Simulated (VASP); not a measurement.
# TiSi2 (Immm) in VASP: notebook, part 2 of 2

VASP 6.6.1. Earlier steps stand in the parts before.

## 3. Single point, r2SCAN

This run uses another cell than the first one, of 13.60 Å³/atom.

Contents of POSCAR:

```
TiSi2
1.0
   -1.4529658841      1.6889902715      4.1551559811
    1.4529658841     -1.6889902715      4.1551559811
    1.4529658841      1.6889902715     -4.1551559811
Ti Si
1 2
Direct
    0.0000000000      0.0000000000      0.0000000000
    0.6700780000      0.6700780000      0.0000000000
    0.3299220000      0.3299220000      0.0000000000
```

Contents of INCAR.step1:

```
ALGO = Normal
EDIFF = 1E-4
ENCUT = 520
GGA = PE
ISMEAR = -1
LASPH = True
LCHARG = False
LREAL = False
LWAVE = True
NBANDS = 17
NELM = 100
PREC = Accurate
SIGMA = 0.05
```

Contents of INCAR.step2:

```
ALGO = Normal
EDIFF = 1E-7
ENCUT = 520
ISIF = 2
ISMEAR = -1
ISTART = 1
LASPH = True
LCHARG = True
LELF = True
LMIXTAU = True
LREAL = False
LVHAR = True
LWAVE = False
METAGGA = R2SCAN
NBANDS = 17
NELM = 100
PREC = Accurate
SIGMA = 0.05
```

Contents of KPOINTS:

```
k-points
0
Gamma
  12 12 12
```

Potentials or basis: VASP PAW PBE potentials, release 64 (Ti_sv, Si).

Command:

```
> cat potpaw_PBE.64/Ti_sv/POTCAR potpaw_PBE.64/Si/POTCAR > POTCAR
> cp INCAR.step1 INCAR
> mpirun -np 1 vasp_std > vasp.out
> cp INCAR.step2 INCAR
> mpirun -np 1 vasp_std > vasp.out
```

OUTCAR:

```text
EDIFF = 1E-7
   ENCUT = 520
   ISIF = 2
   ISMEAR = -1
   ISTART = 1
   LASPH = True
   LREAL = False
   METAGGA = R2SCAN
   NELM = 100
   PREC = Accurate

 ion  position               nearest neighbor table
   1  0.000  0.000  0.000-   2 2.64   2 2.64   2 2.64   3 2.64   2 2.64   3 2.64   3 2.64   3 2.64
                             2 2.74   3 2.74
   2  0.670  0.670  0.000-   3 2.59   3 2.59   3 2.59   3 2.59   1 2.64   1 2.64   1 2.64   1 2.64
                             1 2.74   3 2.83
   3  0.330  0.330  0.000-   2 2.59   2 2.59   2 2.59   2 2.59   1 2.64   1 2.64   1 2.64   1 2.64
                             1 2.74   2 2.83

  LATTYP: Found a body centered orthorhombic cell.
 ALAT       =     2.9059317682
 B/A-ratio  =     1.1624431723
 C/A-ratio  =     2.8597753234

  Lattice vectors:

 A1 = (  -1.4529658841,   1.6889902715,   4.1551559811)
 A2 = (   1.4529658841,  -1.6889902715,   4.1551559811)
 A3 = (   1.4529658841,   1.6889902715,  -4.1551559811)

Analysis of symmetry for initial positions (statically):
=====================================================================
 Subroutine PRICEL returns:
 Original cell was already a primitive cell.

 Routine SETGRP: Setting up the symmetry group for a
 body centered orthorhombic supercell.

 Subroutine GETGRP returns: Found  8 space group operations
 (whereof  8 operations were pure point group operations)
 out of a pool of  8 trial point group operations.

The static configuration has the point symmetry D_2h.

Analysis of symmetry for dynamics (positions and initial velocities):
=====================================================================
 Subroutine PRICEL returns:
 Original cell was already a primitive cell.

 Routine SETGRP: Setting up the symmetry group for a
 body centered orthorhombic supercell.

 Subroutine GETGRP returns: Found  8 space group operations
[... 121 lines left out ...]
   EFERMI_NEDOS =   21; number of points for ismear=-14 and -15
   IALGO  =     38    algorithm
   IMIX   =      4    mixing-type and parameters
     AMIX     =   0.40;   BMIX     =  1.00
     AMIX_MAG =   1.60;   BMIX_MAG =  1.00
  volume/ion in A,a.u.               =      13.60        91.75
  Fermi-wavevector in a.u.,A,eV,Ry     =   1.290946  2.439535 22.674688  1.666543
  Thomas-Fermi vector in A             =   2.422747
   LORBIT       =      0    0 simple, 1 ext, 2 COOP (PROOUT), +10 PAW based schemes
   METAGGA = R2SCAN    functional components
   LHFCALC =     F    Hartree Fock is set to
   AEXX    =    0.0000 exact exchange contribution
   IVDW    =     0    specifies the selected vdW correction
   LEPSILON=     F    determine dielectric tensor
   LRPA    =     F    only Hartree local field effects (RPA)
 non-spin polarized calculation
  energy-cutoff  :      520.00
  volume of cell :       40.79
 maximum number of plane-waves:      1125
   NGX = 17   NGY = 17   NGZ = 17

 number of electron      20.0000001 magnetization

 Free energy of the ion-electron system (eV)
  ---------------------------------------------------
  ext. energy  EPLUGINS =         0.00000000
  ---------------------------------------------------
  free energy    TOTEN  =       -31.51740658 eV

  energy without entropy =      -31.50759326  energy(sigma->0) =      -31.51249992

 E-fermi :  10.5492     XC(G=0): -12.7397

 val. band max:       10.5472763302   @ k =   0.5000   0.5000   0.3333
 cond. band min:      10.5528249942   @ k =  -0.3333  -0.3333   0.0833
 fundamental gap:      0.0055486640
 Fermi energy:        10.5492205632

 k-point     1 :       0.0000    0.0000    0.0000
  band No.  band energies     occupation
      1     -47.9531      2.00000
      2     -23.2574      2.00000
      3     -23.2275      2.00000
      4     -22.9463      2.00000
      5      -3.0941      2.00000
      6       5.2525      2.00000
[... 457 lines left out ...]
      4     -23.0435      2.00000
      5      -0.6961      2.00000
      6       2.8448      2.00000
[... 9 lines left out ...]
     16      16.4060      0.00000
     17      19.0088      0.00000

 [... further k-points ...]

------------------------ aborting loop because EDIFF is reached ----------------------------------------

  FORCE on cell =-STRESS in cart. coord.  units (eV):
  Direction    XX          YY          ZZ          XY          YZ          ZX
  --------------------------------------------------------------------------------------
  -------------------------------------------------------------------------------------
  Total        1.0524683      1.1439719      0.9048864      0.0000000      0.0000000      0.0000000
  in kB       41.3418312     44.9361715     35.5446937      0.0000000      0.0000000      0.0000000
  external PRESSURE =      40.6075655 kB  Pullay stress =       0.0000000 kB

 VOLUME and BASIS-vectors are now :
 -----------------------------------------------------------------------------
  energy-cutoff  :      520.00
  volume of cell :       40.79
      direct lattice vectors                 reciprocal lattice vectors
    -1.452965884  1.688990272  4.155155981     0.000000000  0.296034861  0.120332426
     1.452965884 -1.688990272  4.155155981     0.344123703  0.000000000  0.120332426
     1.452965884  1.688990272 -4.155155981     0.344123703  0.296034861  0.000000000

 POSITION                                       TOTAL-FORCE (eV/Angst)
 -----------------------------------------------------------------------------------
      0.00000      0.00000      0.00000        -0.000000      0.000000     -0.000000
      0.00000      0.00000      5.56856         0.000000      0.000000      0.097127
      0.00000      0.00000      2.74175         0.000000     -0.000000     -0.097127
 -----------------------------------------------------------------------------------
    total drift:                               -0.000000      0.000000     -0.000000

  FREE ENERGIE OF THE ION-ELECTRON SYSTEM (eV)
  ---------------------------------------------------
  free  energy   TOTEN  =       -31.5174065815 eV

  energy  without entropy=      -31.5075932582  energy(sigma->0) =      -31.51249992
```

OUTCAR.step1:

```text
EDIFF = 1E-4
   ENCUT = 520
   GGA = PE
   ISMEAR = -1
   LASPH = True
   LREAL = False
[... 707 lines left out ...]
      0.00000      0.00000      0.00000        -0.000000      0.000000     -0.000000
      0.00000      0.00000      5.56856         0.000000      0.000000      0.019094
      0.00000      0.00000      2.74175         0.000000     -0.000000     -0.019094
 -----------------------------------------------------------------------------------
    total drift:                               -0.000000      0.000000     -0.000000

  FREE ENERGIE OF THE ION-ELECTRON SYSTEM (eV)
  ---------------------------------------------------
  free  energy   TOTEN  =       -19.8238824005 eV

  energy  without entropy=      -19.8132253747  energy(sigma->0) =      -19.81855389
```

OSZICAR.step1:

```text
N       E                     dE             d eps       ncg     rms          rms(c)
DAV:   1     0.132940595102E+03    0.13294E+03   -0.96244E+03  9528   0.122E+03
DAV:   2    -0.125144903683E+02   -0.14546E+03   -0.14160E+03  9725   0.318E+02
DAV:   3    -0.212867023066E+02   -0.87722E+01   -0.85800E+01 14207   0.721E+01
DAV:   4    -0.215400684814E+02   -0.25337E+00   -0.25256E+00 11834   0.111E+01
DAV:   5    -0.215482789219E+02   -0.82104E-02   -0.82087E-02 14711   0.187E+00    0.130E+01
DAV:   6    -0.201897886776E+02    0.13585E+01   -0.14603E+01 12314   0.336E+01    0.508E+00
DAV:   7    -0.198636607918E+02    0.32613E+00   -0.28581E+00 12062   0.143E+01    0.370E+00
DAV:   8    -0.198355745748E+02    0.28086E-01   -0.42309E-01 11653   0.598E+00    0.108E+00
DAV:   9    -0.198250523502E+02    0.10522E-01   -0.13212E-01 11353   0.355E+00    0.458E-01
DAV:  10    -0.198238957981E+02    0.11566E-02   -0.69758E-03 12075   0.710E-01    0.153E-01
DAV:  11    -0.198239532139E+02   -0.57416E-04   -0.25584E-03 12960   0.421E-01    0.124E-01
DAV:  12    -0.198238824005E+02    0.70813E-04   -0.46320E-04  9932   0.214E-01
   1 F= -.19823882E+02 E0= -.19818554E+02  d E =-.106570E-01
```

Run time: 22 min. Hardware: 1 thread of Intel Xeon 8259CL, shared host; peak memory 0.36 GiB.

Results:

```yaml
Free_energy: -31.5174 eV
Pressure: 4.1 GPa
Largest_force: 0.097 eV/Å
Band_gap_on_the_k_mesh: zero (bands 10 and 11 overlap by 2.68 eV)
```

Forces in eV/Å, atoms in the order of the input:
```
Ti   0.000  0.000  0.000
Si   0.000  0.000  0.097
Si   0.000  0.000 -0.097
```

Levels at points of the mesh, in eV from the Fermi level:
| k point | band 8 | band 9 | band 10 | band 11 | band 12 | band 13 |
| --- | --- | --- | --- | --- | --- | --- |
| (0.00, 0.00, 0.00) | -2.41 | -0.77 | 0.91 | 2.23 | 2.74 | 3.35 |
| (0.50, 0.00, 0.00) | -4.09 | -0.82 | 1.12 | 2.34 | 2.92 | 3.99 |
| (0.00, 0.50, 0.00) | -3.67 | -1.02 | -0.48 | 1.06 | 2.96 | 3.80 |
| (0.50, 0.50, 0.00) | -4.82 | -3.21 | -1.46 | -0.86 | 3.05 | 3.30 |
| (0.50, 0.50, 0.50) | -1.47 | -0.46 | 0.52 | 2.28 | 2.72 | 2.80 |

Caveat: the cell stands under pressure; the PAW data sets were made with another functional, which shifts forces and pressure a little.

## 4. Single point, r2SCAN

This run uses another cell than the first one, of 13.88 Å³/atom.

Contents of POSCAR:

```
TiSi2
1.0
   -1.4629866552      1.7006388484      4.1838131348
    1.4629866552     -1.7006388484      4.1838131348
    1.4629866552      1.7006388484     -4.1838131348
Ti Si
1 2
Direct
    0.0000000000      0.0000000000      0.0000000000
    0.6700780000      0.6700780000      0.0000000000
    0.3299220000      0.3299220000      0.0000000000
```

Contents of INCAR.step1:

```
SYSTEM = TiSi2
ALGO     = Normal         ! electronic algorithm
EDIFF    = 1E-4           ! SCF threshold, eV
ENCUT    = 520            ! plane-wave cutoff, eV
GGA      = PE             ! functional
ISMEAR   = -1             ! smearing method
LASPH    = .True.         ! aspherical terms in the spheres
LCHARG   = .False.        ! write CHGCAR
LREAL    = .False.        ! projectors in reciprocal space
LWAVE    = .True.         ! write WAVECAR
NBANDS   = 17             ! bands
NELM     = 60             ! most SCF steps
PREC     = Accurate       ! precision mode
SIGMA    = 0.05           ! smearing width, eV
```

Contents of INCAR.step2:

```
SYSTEM = TiSi2
ALGO     = Normal         ! electronic algorithm
EDIFF    = 1E-6           ! SCF threshold, eV
ENCUT    = 520            ! plane-wave cutoff, eV
ISIF     = 2              ! what is computed and relaxed
ISMEAR   = -1             ! smearing method
ISTART   = 1            
LASPH    = .True.         ! aspherical terms in the spheres
LCHARG   = .False.        ! write CHGCAR
LMIXTAU  = .True.       
LREAL    = .False.        ! projectors in reciprocal space
LWAVE    = .False.        ! write WAVECAR
METAGGA  = R2SCAN         ! meta-GGA
NBANDS   = 17             ! bands
NELM     = 60             ! most SCF steps
PREC     = Accurate       ! precision mode
SIGMA    = 0.05           ! smearing width, eV
```

Contents of KPOINTS:

```
k-points
0
Gamma
  12 12 12
  0 0 0
```

Command:

```
> cat potpaw_PBE.64/Ti_sv/POTCAR potpaw_PBE.64/Si/POTCAR > POTCAR
> cp INCAR.step1 INCAR
> mpirun -np 1 vasp_std > vasp.out
> cp INCAR.step2 INCAR
> mpirun -np 1 vasp_std > vasp.out
```

Wall time 19 min (1 thread of Intel Xeon 8259CL, shared host); peak memory 0.36 GiB.

It converged, with:

| Item | Value |
| --- | --- |
| Free energy | -31.5305 eV |
| Pressure | 0.8 GPa |
| Largest force | 0.076 eV/Å |
| Band gap on the k mesh | zero (bands 10 and 11 overlap by 2.62 eV) |

Forces on the atoms (eV/Å):
```
Ti   0.000  0.000  0.000
Si   0.000  0.000  0.076
Si   0.000  0.000 -0.076
```

Stress tensor (GPa, compression positive):
```
1.15 0.00 0.00
0.00 1.11 0.00
0.00 0.00 0.19
```

Levels at points of the mesh, in eV from the Fermi level:
```csv
k point,band 6,band 7,band 8,band 9,band 10,band 11,band 12,band 13,band 14,band 15
"(0.00, 0.00, 0.00)",-5.21,-4.39,-2.38,-0.74,0.88,2.20,2.67,3.27,4.10,4.38
"(0.50, 0.00, 0.00)",-9.79,-4.81,-4.06,-0.79,1.10,2.29,2.84,3.87,4.23,5.94
"(0.00, 0.50, 0.00)",-8.74,-4.01,-3.63,-1.00,-0.46,1.05,2.91,3.69,4.30,4.67
"(0.50, 0.50, 0.00)",-5.79,-5.58,-4.85,-3.16,-1.42,-0.87,2.94,3.20,3.39,3.81
"(0.50, 0.50, 0.50)",-9.51,-1.51,-1.42,-0.43,0.51,2.22,2.65,2.73,3.96,4.31
```

Caveat: the PAW data sets were made with another functional, which shifts forces and pressure a little.

## 5. The runs side by side

```csv
cell,gap on the mesh (eV),pressure (GPa),largest force (eV/Å)
"a = 4.682 Å, angles 144.1, 138.0, 56.4°, 3 atoms",none,7.7,0.12
"a = 4.715 Å, angles 144.1, 138.0, 56.4°, 3 atoms",none,4.1,0.10
"a = 4.747 Å, angles 144.1, 138.0, 56.4°, 3 atoms",none,0.8,0.08
```

Alike in all rows: task single point; level r2SCAN; potentials or basis VASP PAW PBE potentials, release 64 (Ti_sv, Si); no spin polarisation; k mesh 12 × 12 × 12; cutoff (eV) 520; smearing fermi-dirac 0.05 eV.

Caveats: the PAW data sets were made with another functional, which shifts forces and pressure a little; the cell stands under pressure (at least some runs).

Total energies depend on the potentials used, so only differences within one code and one set of settings carry meaning.
